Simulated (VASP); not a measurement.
Something may be wrong with this VASP 6.6.1 calculation of Mg.

Contents of POSCAR:

```
Mg
1.0
   -1.8359916300      1.8359916300      1.6794040200
    1.8359916300     -1.8359916300      1.6794040200
    1.8359916300      1.8359916300     -1.6794040200
Mg
1
Direct
    0.0000000000      0.0000000000      0.0000000000
```

INCAR.step1

```
ALGO     = Normal         # electronic algorithm
EDIFF    = 1E-6           # SCF threshold, eV
ENCUT    = 230            # plane-wave cutoff, eV
GGA      = PE             # functional
GGA_COMPAT= F            
ISMEAR   = 1              # smearing method
LASPH    = T              # aspherical terms in the spheres
LCHARG   = T              # write CHGCAR
LREAL    = F              # projectors in reciprocal space
LWAVE    = F              # write WAVECAR
NBANDS   = 15             # bands
NELM     = 120            # most SCF steps
PREC     = Accurate       # precision mode
SIGMA    = 0.1            # smearing width, eV
```

KPOINTS.step1

```
k-points
0
Gamma
  12 12 12
```

Contents of INCAR.step2:

```
ALGO     = Normal         # electronic algorithm
EDIFF    = 1E-6           # SCF threshold, eV
EMAX     = 10.776       
EMIN     = -14.224      
ENCUT    = 230            # plane-wave cutoff, eV
GGA      = PE             # functional
GGA_COMPAT= F            
ICHARG   = 11             # starting density
ISMEAR   = -5             # smearing method
LASPH    = T              # aspherical terms in the spheres
LCHARG   = F              # write CHGCAR
LORBIT   = 11             # projections on sites
LREAL    = F              # projectors in reciprocal space
LWAVE    = F              # write WAVECAR
NBANDS   = 15             # bands
NEDOS    = 2001           # points of the DOS
NELM     = 94             # most SCF steps
PREC     = Accurate       # precision mode
```

KPOINTS.step2

```
Automatic mesh
0
Gamma
  1 1 1
  0 0 0
```

Potentials or basis: VASP PAW PBE potentials, release 64 (Mg).

The run is started by

```sh
$ cat potpaw_PBE.64/Mg/POTCAR > POTCAR
$ cp INCAR.step1 INCAR
$ cp KPOINTS.step1 KPOINTS
$ mpirun -np 1 vasp_std > vasp.out
$ cp INCAR.step2 INCAR
$ cp KPOINTS.step2 KPOINTS
$ mpirun -np 1 vasp_std > vasp.out
```

OUTCAR:

```text
EDIFF = 1E-6
   EMIN = -14.224
   ENCUT = 230
   GGA = PE
   ICHARG = 11
   ISMEAR = -5
   LASPH = T
   LORBIT = 11
   LREAL = F
   NELM = 94
   PREC = Accurate

|       ---->  I REFUSE TO CONTINUE WITH THIS SICK JOB ... BYE!!! <----       |
|                                                                             |
 -----------------------------------------------------------------------------
```

On the terminal:

```text
POSCAR found type information on POSCAR Mg
 POSCAR found :  1 types and       1 ions
[... 17 lines left out ...]

1
```

How did it end, and where is the flaw?

The program refused the input. The input holds a flaw that was put in on purpose: tetrahedra on too few k points (KPAR = left out; k = 1 × 1 × 1).
